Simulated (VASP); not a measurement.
Input of a VASP 6.6.1 run:

File POSCAR:

```
ZnS
1.0
    0.0000000000      2.6940858343      2.6940858343
    2.5601897684      0.0000000000      2.6940858343
    2.5601897684      2.6940858343      0.0000000000
Zn S
1 1
Direct
    0.0000000000      0.0000000000      0.0000000000
    0.2500000000      0.2500000000      0.2500000000
```

INCAR.step1

```
ALGO     = Normal         # electronic algorithm
EDIFF    = 1E-5           # SCF threshold, eV
ENCUT    = 520            # plane-wave cutoff, eV
GGA      = PE             # functional
ISIF     = 2              # what is computed and relaxed
ISMEAR   = 0              # smearing method
LASPH    = T              # aspherical terms in the spheres
LREAL    = F              # projectors in reciprocal space
LWAVE    = T              # write WAVECAR
NBANDS   = 16             # bands
NELM     = 100            # most SCF steps
PREC     = Accurate       # precision mode
SIGMA    = 0.01           # smearing width, eV
```

INCAR.step2

```
ALGO     = Normal         # electronic algorithm
EDIFF    = 1E-6           # SCF threshold, eV
ENCUT    = 520            # plane-wave cutoff, eV
GGA      = PE             # functional
HFSCREEN = 0.2079         # screening, 1/A
ISIF     = 2              # what is computed and relaxed
ISMEAR   = 0              # smearing method
ISTART   = 1            
LASPH    = T              # aspherical terms in the spheres
LCHARG   = T              # write CHGCAR
LELF     = T              # ELF
LHFCALC  = T              # exact exchange
LREAL    = F              # projectors in reciprocal space
LVHAR    = T            
LWAVE    = F              # write WAVECAR
NBANDS   = 16             # bands
NELM     = 100            # most SCF steps
PREC     = Accurate       # precision mode
PRECFOCK = Normal       
SIGMA    = 0.01           # smearing width, eV
```

File KPOINTS:

```
k-points
0
Gamma
  6 6 6
```

Potentials or basis: VASP PAW PBE potentials, release 64 (Zn, S).

Command:

```console
$ cat potpaw_PBE.64/Zn/POTCAR potpaw_PBE.64/S/POTCAR > POTCAR
$ cp INCAR.step1 INCAR
$ mpirun -np 1 vasp_std > vasp.out
$ cp INCAR.step2 INCAR
$ mpirun -np 1 vasp_std > vasp.out
```

Predict the band gap on the k mesh.

3.49 eV.

What does it give for the pressure?

6.2 GPa.

Stress tensor (GPa, compression positive):
```
7.35 0.00 0.00
0.00 5.57 0.00
0.00 0.00 5.57
```

Caveat: the cell differs from its parent crystal (uniaxial x strain -5.0%); the cell stands under pressure; the PAW data sets were made with another functional, which shifts forces and pressure a little. A k mesh can miss the band edges.
